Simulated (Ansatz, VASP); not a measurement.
**Ru in VASP and in Ansatz**

```xyz
2
Lattice="2.7058 0.0000 0.0000 -1.3529 2.3433 0.0000 0.0000 0.0000 4.2819" Properties=species:S:1:pos:R:3 pbc="T T T"
Ru   -0.4500    1.5622    1.0705
Ru    1.3529    0.7811    3.2114
```

Alike in both runs: task single point; functional PBE; k mesh 24 × 24 × 12; occupations gaussian, width 0.15 eV; no spin polarisation.

|  | VASP | Ansatz |
| --- | --- | --- |
| version | VASP 6.6.1 | Ansatz 0.2.0 |
| potentials or method | VASP PAW PBE potentials, release 64 (Ru_pv), cutoff 520 eV | scalar-relativistic, plane waves, PAW |
| valence electrons in the cell | 28 | 32 |

|  | VASP | Ansatz | Ansatz less VASP |
| --- | --- | --- | --- |
| gap on the k mesh at the Fermi level (eV) | none | none | - |
| pressure (GPa) | 13.5 | 13.4 | -0.05 |
| traceless stress, the component that is largest in VASP (GPa) | 11.30 | 11.17 | -0.133 |
| rms of the force components (eV/Å) | 1.466 | 1.464 | -0.0022 |

Atom by atom the forces differ by 0.008 eV/Å (rms over components). A gap of «none» marks a metal or a gap that the smearing closes. VASP's potentials hold 28 valence electrons a cell and Ansatz's 32, so a difference there can come from the potentials and not from the codes.
